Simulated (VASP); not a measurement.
Input of a VASP 6.6.1 run:

INCAR

```
PREC     = Accurate       # precision mode
ENCUT    = 600            # plane-wave cutoff, eV
EDIFF    = 1E-6           # SCF threshold, eV
ISMEAR   = 0              # smearing method
SIGMA    = 0.1            # smearing width, eV
LREAL    = Auto         
LASPH    = True           # aspherical terms in the spheres
NELM     = 80             # most SCF steps
ALGO     = Normal         # electronic algorithm
ISIF     = 3              # what is computed and relaxed
LWAVE    = False          # write WAVECAR
LCHARG   = False          # write CHGCAR
GGA      = PE             # functional
IBRION   = 2              # ionic algorithm
NSW      = 70             # ionic steps
EDIFFG   = -0.04          # ionic threshold
ISYM     = 0
```

Contents of KPOINTS:

```
Automatic mesh
0
Gamma
  3 3 3
```

Contents of POSCAR:

```
Ag3Ge5Se8
1.0
   -4.7383750000      4.7383750000      0.0000000000
   -4.7383750000      0.0000000000      4.7383750000
    0.0000000000      4.7383750000      4.7383750000
Ge Se Ag
5 8 3
Direct
    0.9983635681      0.5008380347      0.0017578356
    0.9933233661      0.0046637015      0.5038048964
    0.5010737844      0.5012052967      0.9972637390
    0.9966820469      0.5028140779      0.4990841826
    0.4990947716      0.4976521259      0.5025312570
    0.7532165954      0.7491905343      0.7482970697
    0.2529016052      0.7513313870      0.7471276009
    0.7546600313      0.2507092905      0.7461183434
    0.7514634443      0.7512539720      0.2498799614
    0.2484115995      0.2614512394      0.7473391428
    0.2507333599      0.7454620558      0.2508354467
    0.7534119309      0.2480118742      0.2540145646
    0.2596585810      0.2483672451      0.2421280820
    0.0021477856      0.9949003833      0.9994669761
    0.4979091186      0.0008358678      0.9990079720
    0.5018331723      0.9988713078      0.4995024051
```

Potentials or basis: VASP PAW PBE potentials, release 64 (Ge_d, Se, Ag).

Command:

```console
$ cat potpaw_PBE.64/Ge_d/POTCAR potpaw_PBE.64/Se/POTCAR potpaw_PBE.64/Ag/POTCAR > POTCAR
$ mpirun -np 1 vasp_std > vasp.out
```

(1) Predict the relaxed cell.

(2) What does it give for the space group after relaxing (to 0.1 Å)?

(3) Predict the band gap on the k mesh.

(4) Estimate the relaxed volume.

Answers

(1) a = 7.860 Å, b = 7.904 Å, c = 7.863 Å, α = 60.17°, β = 59.98°, γ = 60.12°.

(2) R-3m (No. 166).

(3) zero (an odd number of electrons rules out a gap without spin polarisation).

(4) 21.63 Å³/atom.

Caveat: the k points lie up to 0.33 Å⁻¹ apart in the final cell, too coarse for converged energies and pressures of a metal; the volume moved by over 15 % at a fixed basis, so the end points are rough.
